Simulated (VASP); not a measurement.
MgO: single point with PBE

The system is MgO.

```xyz
2
Lattice="0.0000 2.0185 1.9579 2.0185 0.0000 1.9579 2.0185 2.0185 0.0000" Properties=species:S:1:pos:R:3 pbc="T T T"
Mg    0.0000    0.0000    0.0000
O     2.0185    2.0185    1.9579
```

This cell differs from its parent crystal: z stretched by -3 %, then relaxed in part.

```json
{"Program": "VASP 6.6.1", "Task": "single point", "Functional": "PBE", "Potentials or basis": "VASP PAW PBE potentials, release 64 (Mg, O)", "Cutoff": "600 eV", "k mesh": "13 × 13 × 13", "Occupations": "fermi-dirac, width 0.02 eV", "Spin": "no spin polarisation", "Dipole correction": "no", "Further INCAR settings": "ALGO = Normal; EDIFF = 1e-06; NBANDS = 11"}
```

- Pressure: 40.7 GPa
- Band gap on the k mesh: 6.39 eV

Stress tensor (GPa, compression positive):
```
35.79  0.00  0.00
 0.00 35.79  0.00
 0.00  0.00 50.58
```

Levels at points of the mesh, in eV from the valence-band top:
```tsv
k point	band 1	band 2	band 3	band 4	band 5	band 6	band 7	band 8	band 9
(0.00, 0.00, 0.00)	-18.17	-0.05	0.00	0.00	6.39	16.56	16.56	16.92	21.04
```

Run time: 11 s on 1 thread of Intel(R) Xeon(R) 6975P-C (Granite Rapids), on a shared host, peak memory 0.17 GiB.

Caveat: the cell differs from its parent crystal (z stretched by -3 %, then relaxed in part); the cell stands under pressure; an odd mesh through Γ misses points on the zone boundary, where band edges can lie.
